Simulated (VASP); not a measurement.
# TiH (Pm-3m) in VASP: further runs

TiH is run at these levels: PBEsol; tasks: single point, relaxation of cell and atoms.

Everything below comes from runs of VASP 6.6.1. Logs are shortened: lines on timing, memory, paths and dates and some standing lists are left out, and cuts for length are marked.

## 1. The cell of the first run

The structure is cubic, space group Pm-3m (No. 221). Conventional cell: a = 2.625 Å, b = 2.625 Å, c = 2.625 Å, α = 90.00°, β = 90.00°, γ = 90.00°. Ti (site symmetry m-3m) has 8 H at 2.27 Å and 6 Ti at 2.63 Å within 3.0 Å. Within 3.0 Å of H (site symmetry m-3m) lie 8 Ti at 2.27 Å and 6 H at 2.63 Å.

## 2. Single point, PBEsol

The input, INCAR:

```
SYSTEM = TiH
  PREC = Accurate
  ENCUT = 520
  EDIFF = 1E-6
  ISMEAR = -1
  SIGMA = 0.1
  LREAL = .FALSE.
  LASPH = .TRUE.
  NELM = 80
  ALGO = Normal
  ISIF = 2
  LWAVE = .FALSE.
  LCHARG = .FALSE.
  GGA = PS
  NBANDS = 14
```

The input, KPOINTS:

```
regular mesh
0
G
  7 7 7
  0 0 0
```

The input, POSCAR:

```
TiH
1.0
    2.6250723713      0.0000000000      0.0000000000
    0.0000000000      2.6250723713      0.0000000000
    0.0000000000      0.0000000000      2.6250723713
Ti H
1 1
Direct
    0.0000000000      0.0000000000      0.0000000000
    0.5000000000      0.5000000000      0.5000000000
```

Potentials or basis: VASP PAW PBE potentials, release 64 (Ti_sv, H).

Run with:

```console
$ cat potpaw_PBE.64/Ti_sv/POTCAR potpaw_PBE.64/H/POTCAR > POTCAR
$ mpirun -np 1 vasp_std > vasp.out
```

OUTCAR:

```text
SYSTEM = TiH
   PREC = Accurate
   ENCUT = 520
   EDIFF = 1E-6
   ISMEAR = -1
   LREAL = .FALSE.
   LASPH = .TRUE.
   NELM = 80
   ISIF = 2
   GGA = PS

 ion  position               nearest neighbor table
   1  0.000  0.000  0.000-
   2  0.500  0.500  0.500-

  LATTYP: Found a simple cubic cell.
 ALAT       =     2.6250723713

  Lattice vectors:

 A1 = (   2.6250723713,   0.0000000000,   0.0000000000)
 A2 = (   0.0000000000,   2.6250723713,   0.0000000000)
 A3 = (   0.0000000000,   0.0000000000,   2.6250723713)

Analysis of symmetry for initial positions (statically):
=====================================================================
 Subroutine PRICEL returns:
 Original cell was already a primitive cell.

 Routine SETGRP: Setting up the symmetry group for a
 simple cubic supercell.

 Subroutine GETGRP returns: Found 48 space group operations
 (whereof 48 operations were pure point group operations)
 out of a pool of 48 trial point group operations.

The static configuration has the point symmetry O_h .

Analysis of symmetry for dynamics (positions and initial velocities):
=====================================================================
 Subroutine PRICEL returns:
 Original cell was already a primitive cell.

 Routine SETGRP: Setting up the symmetry group for a
 simple cubic supercell.

 Subroutine GETGRP returns: Found 48 space group operations
 (whereof 48 operations were pure point group operations)
 out of a pool of 48 trial point group operations.

The dynamic configuration has the point symmetry O_h .

 Subroutine INISYM returns: Found 48 space group operations
 (whereof 48 operations are pure point group operations),
 and found     1 'primitive' translations

----------------------------------------------------------------------------------------

                                     Primitive cell

  volume of cell :      18.0894

  direct lattice vectors                    reciprocal lattice vectors
     2.625072371  0.000000000  0.000000000     0.380941878  0.000000000  0.000000000
     0.000000000  2.625072371  0.000000000     0.000000000  0.380941878  0.000000000
     0.000000000  0.000000000  2.625072371     0.000000000  0.000000000  0.380941878

  length of vectors
     2.625072371  2.625072371  2.625072371     0.380941878  0.380941878  0.380941878

  position of ions in fractional coordinates (direct lattice)
     0.000000000  0.000000000  0.000000000
     0.500000000  0.500000000  0.500000000

  ion indices of the primitive-cell ions
   primitive index   ion index
                 1           1
                 2           2

----------------------------------------------------------------------------------------

 KPOINTS: regular mesh

Automatic generation of k-mesh.
 Grid dimensions read from file:
 generate k-points for:    7    7    7

 Generating k-lattice:

  Cartesian coordinates                     Fractional coordinates (reciprocal lattice)
     0.054420268  0.000000000  0.000000000     0.142857143  0.000000000  0.000000000
     0.000000000  0.054420268  0.000000000     0.000000000  0.142857143  0.000000000
     0.000000000  0.000000000  0.054420268     0.000000000  0.000000000  0.142857143

  Length of vectors
     0.054420268  0.054420268  0.054420268

  Shift w.r.t. Gamma in fractional coordinates (k-lattice)
     0.000000000  0.000000000  0.000000000

 Subroutine IBZKPT returns following result:
 ===========================================

 Found     20 irreducible k-points:

 Following reciprocal coordinates:
            Coordinates               Weight
  0.000000  0.000000  0.000000      1.000000
  0.142857  0.000000  0.000000      6.000000
  0.285714  0.000000  0.000000      6.000000
  0.428571  0.000000  0.000000      6.000000
  0.142857  0.142857  0.000000     12.000000
  0.285714  0.142857  0.000000     24.000000
[... 12 lines left out ...]
  0.428571  0.428571  0.285714     24.000000
  0.428571  0.428571  0.428571      8.000000
   k-points           NKPTS =     20   k-points in BZ     NKDIM =     20   number of bands    NBANDS=     14
   number of dos      NEDOS =    301   number of ions     NIONS =      2
   total plane-waves  NPLWV =   8000
   dimension x,y,z NGX =    20 NGY =   20 NGZ =   20
   dimension x,y,z NGXF=    40 NGYF=   40 NGZF=   40
   ions per type =               1   1
   NGX,Y,Z   is equivalent  to a cutoff of  12.67, 12.67, 12.67 a.u.
   NGXF,Y,Z  is equivalent  to a cutoff of  25.33, 25.33, 25.33 a.u.
 SYSTEM =  TiH
   PREC   = accura    normal or accurate (medium, high low for compatibility)
   ISTART =      0    job   : 0-new  1-cont  2-samecut
   ICHARG =      2    charge: 1-file 2-atom 10-const
   ISPIN  =      1    spin polarized calculation?
   LNONCOLLINEAR =      F non collinear calculations
   LSORBIT =      F    spin-orbit coupling
   LASPH  =      T    aspherical Exc in radial PAW
   ENCUT  =  520.0 eV  38.22 Ry    6.18 a.u.   4.88  4.88  4.88*2*pi/ulx,y,z
   NELM   =     80;   NELMIN=  2; NELMDL= -5     # of ELM steps
   EDIFF  = 0.1E-05   stopping-criterion for ELM
   LREAL  =      F    real-space projection
   EDIFFG = 0.1E-04   stopping-criterion for IOM
   NSW    =      0    number of steps for IOM
   IBRION =     -1    ionic relax: 0-MD 1-quasi-New 2-CG
   NFREE  =      0    steps in history (QN), initial steepest desc. (CG)
   ISIF   =      2    stress and relaxation
   ISYM   =      2    0-nonsym 1-usesym 2-fastsym
   POTIM  = 0.5000    time-step for ionic-motion
   TEBEG  =    0.0;   TEEND  =   0.0 temperature during run
   PSTRESS=    0.0 pullay stress
   NELECT =      13.0000    total number of electrons
   NUPDOWN=      -1.0000    fix difference up-down
   EMIN   =  10.00;   EMAX   =-10.00  energy-range for DOS
   EFERMI =   0.00;   METHOD = LEGACY
   ISMEAR =    -1;   SIGMA  =   0.10  broadening in eV -4-tet -1-fermi 0-gaus
   EFERMI_NEDOS =   21; number of points for ismear=-14 and -15
   IALGO  =     38    algorithm
   IMIX   =      4    mixing-type and parameters
     AMIX     =   0.40;   BMIX     =  1.00
     AMIX_MAG =   1.60;   BMIX_MAG =  1.00
  volume/ion in A,a.u.               =       9.04        61.04
  Fermi-wavevector in a.u.,A,eV,Ry     =   1.466385  2.771066 29.256402  2.150285
  Thomas-Fermi vector in A             =   2.582129
   LORBIT       =      0    0 simple, 1 ext, 2 COOP (PROOUT), +10 PAW based schemes
   GGA     = PS    functional components
   LHFCALC =     F    Hartree Fock is set to
   AEXX    =    0.0000 exact exchange contribution
   IVDW    =     0    specifies the selected vdW correction
   LEPSILON=     F    determine dielectric tensor
   LRPA    =     F    only Hartree local field effects (RPA)
 non-spin polarized calculation
  energy-cutoff  :      520.00
  volume of cell :       18.09
 maximum number of plane-waves:       497
 NGX is ok and might be reduce to    20
   NGX =  9   NGY =  9   NGZ =  9

 number of electron      12.9999992 magnetization

 Free energy of the ion-electron system (eV)
  ---------------------------------------------------
  ext. energy  EPLUGINS =         0.00000000
  ---------------------------------------------------
  free energy    TOTEN  =       -11.46679789 eV

  energy without entropy =      -11.43458543  energy(sigma->0) =      -11.45069166

 E-fermi :   8.8487     XC(G=0): -12.0584

 val. band max:        8.7807489561   @ k =   0.4286   0.1429   0.1429
 cond. band min:       8.8637003543   @ k =   0.4286   0.4286   0.1429
 fundamental gap:      0.0829513982
 Fermi energy:         8.8486706100

 k-point     1 :       0.0000    0.0000    0.0000
  band No.  band energies     occupation
      1     -47.4084      2.00000
      2     -23.2841      2.00000
      3     -23.2841      2.00000
      4     -23.2841      2.00000
      5      -0.7406      2.00000
      6       7.3150      2.00000
      7       7.3150      2.00000
      8      12.7652      0.00000
      9      12.7652      0.00000
     10      12.7652      0.00000
     11      19.9474      0.00000
     12      22.4607      0.00000
     13      22.4607      0.00000
     14      22.4607      0.00000

 k-point     2 :       0.1429    0.0000    0.0000
  band No.  band energies     occupation
      1     -47.3823      2.00000
      2     -23.4744      2.00000
      3     -23.2677      2.00000
      4     -23.2677      2.00000
      5      -0.2642      2.00000
      6       7.4577      2.00000
      7       7.6135      1.99999
      8      12.2668      0.00000
      9      12.2668      0.00000
     10      12.8020      0.00000
     11      17.5524      0.00000
     12      23.2902      0.00000
     13      23.3520      0.00000
     14      23.3520      0.00000

 k-point     3 :       0.2857    0.0000    0.0000
  band No.  band energies     occupation
      1     -47.3232      2.00000
      2     -23.8879      2.00000
      3     -23.2307      2.00000
      4     -23.2307      2.00000
      5       1.0259      2.00000
      6       7.7003      1.99998
      7       7.7988      1.99994
      8      11.3267      0.00000
      9      11.3267      0.00000
     10      12.8859      0.00000
     11      15.4465      0.00000
     12      23.1819      0.00000
     13      25.5252      0.00000
     14      25.5252      0.00000
[... 256 lines left out ...]
 k-point    19 :       0.4286    0.4286    0.2857
  band No.  band energies     occupation
      1     -47.0718      2.00000
      2     -23.9757      2.00000
      3     -23.9692      2.00000
      4     -23.6468      2.00000
      5       3.8752      2.00000
      6       7.8441      1.99991
      7       8.0030      1.99957
      8      11.3247      0.00000
      9      11.4783      0.00000
     10      13.3560      0.00000
     11      15.8996      0.00000
     12      17.7355      0.00000
     13      21.8454      0.00000
     14      24.0119      0.00000

 k-point    20 :       0.4286    0.4286    0.4286
  band No.  band energies     occupation
      1     -47.0283      2.00000
      2     -23.9318      2.00000
      3     -23.9237      2.00000
      4     -23.9237      2.00000
      5       5.1704      2.00000
      6       7.1193      2.00000
      7       7.1193      2.00000
      8       9.3372      0.01501
      9      13.4987      0.00000
     10      13.4987      0.00000
     11      17.6635      0.00000
     12      19.9609      0.00000
     13      19.9609      0.00000
     14      24.1034      0.00000

------------------------ aborting loop because EDIFF is reached ----------------------------------------

  FORCE on cell =-STRESS in cart. coord.  units (eV):
  Direction    XX          YY          ZZ          XY          YZ          ZX
  --------------------------------------------------------------------------------------
  -------------------------------------------------------------------------------------
  Total       -0.0205203     -0.0205203     -0.0205203      0.0000000      0.0000000      0.0000000
  in kB       -1.8174797     -1.8174797     -1.8174797      0.0000000      0.0000000      0.0000000
  external PRESSURE =      -1.8174797 kB  Pullay stress =       0.0000000 kB

 VOLUME and BASIS-vectors are now :
 -----------------------------------------------------------------------------
  energy-cutoff  :      520.00
  volume of cell :       18.09
      direct lattice vectors                 reciprocal lattice vectors
     2.625072371  0.000000000  0.000000000     0.380941878  0.000000000  0.000000000
     0.000000000  2.625072371  0.000000000     0.000000000  0.380941878  0.000000000
     0.000000000  0.000000000  2.625072371     0.000000000  0.000000000  0.380941878

 POSITION                                       TOTAL-FORCE (eV/Angst)
 -----------------------------------------------------------------------------------
      0.00000      0.00000      0.00000         0.000000      0.000000      0.000000
      1.31254      1.31254      1.31254         0.000000      0.000000      0.000000
 -----------------------------------------------------------------------------------
    total drift:                               -0.000000      0.000000      0.000000

  FREE ENERGIE OF THE ION-ELECTRON SYSTEM (eV)
  ---------------------------------------------------
  free  energy   TOTEN  =       -11.4667978850 eV

  energy  without entropy=      -11.4345854274  energy(sigma->0) =      -11.45069166
```

Wall time 5.9 s (1 thread of Intel Xeon 6975P-C, shared host); peak memory 0.12 GiB.

Results:

| Property | Result |
| --- | --- |
| Free energy | -11.4668 eV |
| Pressure | -0.2 GPa |

Caveat: the PAW data sets were made with another functional, which shifts forces and pressure a little.

## 3. Relaxation of cell and atoms, PBEsol

This run uses another cell than the first one, of 8.49 Å³/atom, 0.938 times its volume.

The input, INCAR:

```
PREC = Accurate
ENCUT = 600
EDIFF = 1E-6
ISMEAR = -1
SIGMA = 0.1
LREAL = F
LASPH = T
NELM = 100
ALGO = Normal
ISIF = 3
LWAVE = F
LCHARG = F
GGA = PS
IBRION = 2
NSW = 60
EDIFFG = -0.01
```

The input, KPOINTS:

```
regular mesh
0
Gamma
  7 7 7
```

The input, POSCAR:

```
TiH
1.0
    2.5700000000      0.0000000000      0.0000000000
    0.0000000000      2.5700000000      0.0000000000
    0.0000000000      0.0000000000      2.5700000000
Ti H
1 1
Direct
    0.0000000000      0.0000000000      0.0000000000
    0.5000000000      0.5000000000      0.5000000000
```

Potentials or basis: VASP PAW PBE potentials, release 64 (Ti_sv, H).

Run with:

```console
$ cat potpaw_PBE.64/Ti_sv/POTCAR potpaw_PBE.64/H/POTCAR > POTCAR
$ mpirun -np 1 vasp_std > vasp.out
```

OUTCAR:

```text
PREC = Accurate
   ENCUT = 600
   EDIFF = 1E-6
   ISMEAR = -1
   LREAL = F
   LASPH = T
   NELM = 100
   ISIF = 3
   GGA = PS
   IBRION = 2
   NSW = 60
   EDIFFG = -0.01

 ion  position               nearest neighbor table
   1  0.000  0.000  0.000-
   2  0.500  0.500  0.500-

  LATTYP: Found a simple cubic cell.
 ALAT       =     2.5700000000

  Lattice vectors:

 A1 = (   2.5700000000,   0.0000000000,   0.0000000000)
 A2 = (   0.0000000000,   2.5700000000,   0.0000000000)
 A3 = (   0.0000000000,   0.0000000000,   2.5700000000)

Analysis of symmetry for initial positions (statically):
[... 176 lines left out ...]
  -------------------------------------------------------------------------------------
  Total        0.9247025      0.9247025      0.9247025     -0.0000000     -0.0000000      0.0000000
  in kB       87.2796989     87.2796989     87.2796989     -0.0000000     -0.0000000      0.0000000
  external PRESSURE =      87.2796989 kB  Pullay stress =       0.0000000 kB
[... 59 lines left out ...]
--------------------------------------- Ionic step        3  -------------------------------------------

 number of electron      13.0000000 magnetization

 Free energy of the ion-electron system (eV)
  ---------------------------------------------------
  ext. energy  EPLUGINS =         0.00000000
  ---------------------------------------------------
  free energy    TOTEN  =       -11.46626718 eV

  energy without entropy =      -11.43409166  energy(sigma->0) =      -11.45017942

 E-fermi :   8.8584     XC(G=0): -12.0627

 val. band max:        8.7902959672   @ k =   0.4286   0.1429   0.1429
 cond. band min:       8.8741369604   @ k =   0.4286   0.4286   0.1429
 fundamental gap:      0.0838409933
 Fermi energy:         8.8584494410

 k-point     1 :       0.0000    0.0000    0.0000
  band No.  band energies     occupation
      1     -47.3975      2.00000
      2     -23.2723      2.00000
      3     -23.2723      2.00000
      4     -23.2723      2.00000
      5      -0.7348      2.00000
      6       7.3228      2.00000
      7       7.3228      2.00000
      8      12.7788      0.00000
      9      12.7788      0.00000
     10      12.7788      0.00000
[... 274 lines left out ...]
  FREE ENERGIE OF THE ION-ELECTRON SYSTEM (eV)
  ---------------------------------------------------
  free  energy   TOTEN  =       -11.4662671760 eV

  energy  without entropy=      -11.4340916551  energy(sigma->0) =      -11.45017942

 reached required accuracy - stopping structural energy minimisation
```

OSZICAR:

```text
N       E                     dE             d eps       ncg     rms          rms(c)
DAV:   1     0.904032147187E+02    0.90403E+02   -0.77649E+03   400   0.165E+03
DAV:   2    -0.715473813592E+01   -0.97558E+02   -0.95737E+02   408   0.356E+02
DAV:   3    -0.120764375190E+02   -0.49217E+01   -0.46777E+01   532   0.847E+01
[... 25 lines left out ...]
DAV:   4    -0.114662129321E+02   -0.46718E-04   -0.13670E-04   532   0.697E-02    0.188E-02
DAV:   5    -0.114662599660E+02   -0.47034E-04   -0.97402E-05   556   0.740E-02    0.180E-02
DAV:   6    -0.114662656906E+02   -0.57246E-05   -0.96039E-06   528   0.341E-02    0.559E-03
DAV:   7    -0.114662670011E+02   -0.13105E-05   -0.17332E-06   360   0.130E-02    0.825E-04
DAV:   8    -0.114662671760E+02   -0.17488E-06   -0.23129E-07   200   0.417E-03
   3 F= -.11466267E+02 E0= -.11450179E+02  d E =-.283496E-01
```

CONTCAR:

```text
TiH
   1.00000000000000
     2.6242804045899613    0.0000000000000000    0.0000000000000000
    -0.0000000000000000    2.6242804045899613    0.0000000000000000
    -0.0000000000000000   -0.0000000000000000    2.6242804045899613
  Ti              H
     1     1
Direct
     0.0000000000000000    0.0000000000000000    0.0000000000000000
     0.5000000000000000    0.5000000000000000    0.5000000000000000

  0.00000000E+00  0.00000000E+00  0.00000000E+00
  0.00000000E+00  0.00000000E+00  0.00000000E+00
```

Wall time 14 s (1 thread of Intel Xeon 6975P-C, shared host); peak memory 0.14 GiB.

Results:

| Item | Value |
| --- | --- |
| Free energy | -11.4663 eV |
| Relaxed volume | 9.04 Å³/atom |
| Relaxed cell | a = 2.624 Å, b = 2.624 Å, c = 2.624 Å, α = 90.00°, β = 90.00°, γ = 90.00° |
| Space group after relaxing (to 0.05 Å) | Pm-3m (No. 221) |
| Energy gained by relaxing | 14.2 meV/atom |
| Ionic steps | 3 |
| Pressure after relaxing | 0.0 GPa |

The path:
```
step  energy change (eV)  largest force (eV/Å)  pressure (GPa)  volume (Å³)
   1              0.0000                0.0000            8.73        16.97
   2             -0.0283                0.0000           -0.41        18.14
   3             -0.0283                0.0000           -0.01        18.07
```

Final structure:
```
Ti H
1.0
     2.62428    0.00000    0.00000
     0.00000    2.62428    0.00000
     0.00000    0.00000    2.62428
Ti H
1 1
Direct
  0.00000 0.00000 0.00000
  0.50000 0.50000 0.50000
```

Levels at points of the mesh, in eV from the Fermi level:
| k point | band 5 | band 6 | band 7 | band 8 | band 9 | band 10 |
| --- | --- | --- | --- | --- | --- | --- |
| (0.00, 0.00, 0.00) | -9.59 | -1.54 | -1.54 | 3.92 | 3.92 | 3.92 |

Caveat: the PAW data sets were made with another functional, which shifts forces and pressure a little.
